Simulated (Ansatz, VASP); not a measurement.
Two plane-wave programs on CdF2

```
CELL_PARAMETERS angstrom
0.00000 2.70295 2.70295
2.70295 0.00000 2.70295
2.70295 2.70295 0.00000
ATOMIC_POSITIONS crystal
Cd 0.00000 0.00000 0.00000
F 0.25000 0.25000 0.25000
F 0.75000 0.75000 0.75000
```

Alike in both runs: task single point; functional PBE; k mesh 6 × 6 × 6; occupations gaussian, width 0.05 eV; no spin polarisation.

|  | VASP | Ansatz |
| --- | --- | --- |
| version | VASP 6.6.1 | Ansatz 0.2.0 |
| potentials or method | VASP PAW PBE potentials, release 64 (Cd, F), cutoff 520 eV | scalar-relativistic, plane waves, PAW |
| valence electrons in the cell | 26 | 34 |

VASP gave:

* gap on the k mesh at the Fermi level (eV): 3.05
* least direct gap on the mesh (eV): 3.54
* pressure (GPa): 5.0

Problem. Estimate Ansatz's values.

Solution. gap on the k mesh at the Fermi level (eV): 3.08; least direct gap on the mesh (eV): 3.57; pressure (GPa): 4.3.

The functional is the same, so the differences come from potentials, cutoffs and numerics. VASP's potentials hold 26 valence electrons a cell and Ansatz's 34, so a difference there can come from the potentials and not from the codes.
